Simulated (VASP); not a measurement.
A run of VASP 6.6.1 is set up as follows.

Contents of POSCAR:

```
Ni
1.0
    2.2900000000      0.0000000000      0.0000000000
    0.0000000000      2.2900000000      0.0000000000
    0.0000000000      0.0000000000      2.2900000000
Ni
1
Direct
    0.0000000000      0.0000000000      0.0000000000
```

The input INCAR.step1:

```
SYSTEM = Ni
PREC     = Accurate       ! precision mode
ENCUT    = 600            ! plane-wave cutoff, eV
ISMEAR   = -1             ! smearing method
SIGMA    = 0.05           ! smearing width, eV
LREAL    = .False.        ! projectors in reciprocal space
LASPH    = .True.         ! aspherical terms in the spheres
NELM     = 150            ! most SCF steps
ISPIN    = 2              ! spin polarisation
MAGMOM   = 1.5            ! initial moments
LMAXMIX  = 4              ! l up to which the mixer works
GGA      = PE             ! functional
ALGO     = Normal         ! electronic algorithm
EDIFF    = 1E-4           ! SCF threshold, eV
LWAVE    = .True.         ! write WAVECAR
LCHARG   = .False.        ! write CHGCAR
```

The input INCAR.step2:

```
SYSTEM = Ni
PREC     = Accurate       ! precision mode
ENCUT    = 600            ! plane-wave cutoff, eV
EDIFF    = 1E-6           ! SCF threshold, eV
ISMEAR   = -1             ! smearing method
SIGMA    = 0.05           ! smearing width, eV
LREAL    = .False.        ! projectors in reciprocal space
LASPH    = .True.         ! aspherical terms in the spheres
NELM     = 150            ! most SCF steps
ALGO     = Normal         ! electronic algorithm
ISIF     = 3              ! what is computed and relaxed
LWAVE    = .False.        ! write WAVECAR
LCHARG   = .False.        ! write CHGCAR
ISPIN    = 2              ! spin polarisation
MAGMOM   = 1.5            ! initial moments
LORBIT   = 11             ! projections on sites
LMAXMIX  = 4              ! l up to which the mixer works
METAGGA  = R2SCAN         ! meta-GGA
LMIXTAU  = .True.       
IVDW     = 13             ! dispersion correction
VDW_S6   = 1.0          
VDW_S8   = 0.6018749    
VDW_A1   = 0.51559235   
VDW_A2   = 5.77342911   
IBRION   = 2              ! ionic algorithm
NSW      = 80             ! ionic steps
EDIFFG   = -0.02          ! ionic threshold
ISTART   = 1
```

The input KPOINTS:

```
Automatic mesh
0
Gamma
  8 8 8
  0 0 0
```

Potentials or basis: VASP PAW PBE potentials, release 64 (Ni).

Launch:

```console
$ cat potpaw_PBE.64/Ni/POTCAR > POTCAR
$ cp INCAR.step1 INCAR
$ mpirun -np 1 vasp_std > vasp.out
$ cp INCAR.step2 INCAR
$ mpirun -np 1 vasp_std > vasp.out
```

Estimate the net moment.

0.79 μB per cell.

Predict the relaxed cell.

a = 2.298 Å, b = 2.298 Å, c = 2.298 Å, α = 90.00°, β = 90.00°, γ = 90.00°.

Estimate the space group after relaxing (to 0.05 Å).

Pm-3m (No. 221).

Step by step:
```tsv
step	energy change (eV)	largest force (eV/Å)	pressure (GPa)	volume (Å³)
1	0.0000	0.0000	1.60	12.01
2	-0.0004	0.0000	-1.11	12.22
3	-0.0007	0.0000	-0.02	12.14
```

Caveat: the PAW data sets were made with another functional, which shifts forces and pressure a little; pairwise dispersion overbinds metals, which lowers pressure and volume.
